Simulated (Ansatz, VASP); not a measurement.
## Cu: VASP beside Ansatz

File INCAR:

```
SYSTEM = Cu
PREC     = Accurate       ! precision mode
ENCUT    = 520            ! plane-wave cutoff, eV
EDIFF    = 1E-6           ! SCF threshold, eV
ISMEAR   = 0              ! smearing method
SIGMA    = 0.15           ! smearing width, eV
LREAL    = .FALSE.        ! projectors in reciprocal space
LASPH    = .TRUE.         ! aspherical terms in the spheres
NELM     = 60             ! most SCF steps
ALGO     = Normal         ! electronic algorithm
ISIF     = 2              ! what is computed and relaxed
LWAVE    = .FALSE.        ! write WAVECAR
LCHARG   = .TRUE.         ! write CHGCAR
GGA      = PE             ! functional
LELF     = .TRUE.         ! ELF
LVHAR    = .TRUE.       
NBANDS   = 12             ! bands
```

The input KPOINTS:

```
Automatic mesh
0
G
  24 24 24
  0 0 0
```

The input POSCAR:

```
Cu
1.0
    0.0000000000      1.7928944383      1.6596823815
    1.7928944383      0.0000000000      1.6596823815
    1.7928944383      1.7928944383      0.0000000000
Cu
1
Direct
    0.0000000000      0.0000000000      0.0000000000
```

Input for Ansatz:

```yaml
crystal:
  lattice:
    - [0.0, 1.7928944383, 1.6596823815]
    - [1.7928944383, 0.0, 1.6596823815]
    - [1.7928944383, 1.7928944383, 0.0]
  atoms:
    - { symbol: Cu, position: [0.0, 0.0, 0.0] }
basis:
  ecutwfc: 520.0
kpoints:
  mp_grid: { grid: [24, 24, 24] }
hamiltonian:
  xc: pbe
  pseudopotentials: { kind: paw, azcp: { folder: soft_1 } }
scf:
  occupations: { method: gaussian, width: 0.15 }
output:
  forces: true
  stress: true
  eigenvalues: true
```

Alike in both runs: task single point; functional PBE; k mesh 24 × 24 × 24; occupations gaussian, width 0.15 eV; no spin polarisation.

```csv
,VASP,Ansatz
version,VASP 6.6.1,Ansatz 0.2.0
potentials or method,"VASP PAW PBE potentials, release 64 (Cu), cutoff 520 eV","scalar-relativistic, plane waves, PAW"
valence electrons in the cell,11,19
```

```tsv
	VASP	Ansatz	Ansatz less VASP
gap on the k mesh at the Fermi level (eV)	none	none	-
pressure (GPa)	22.1	21.4	-0.69
traceless stress, the component that is largest in VASP (GPa)	2.73	2.73	-0.006
```

A gap of «none» marks a metal or a gap that the smearing closes. With one functional, cell and mesh, what is left measures potentials, basis and numerics. VASP's potentials hold 11 valence electrons a cell and Ansatz's 19, so a difference there can come from the potentials and not from the codes.
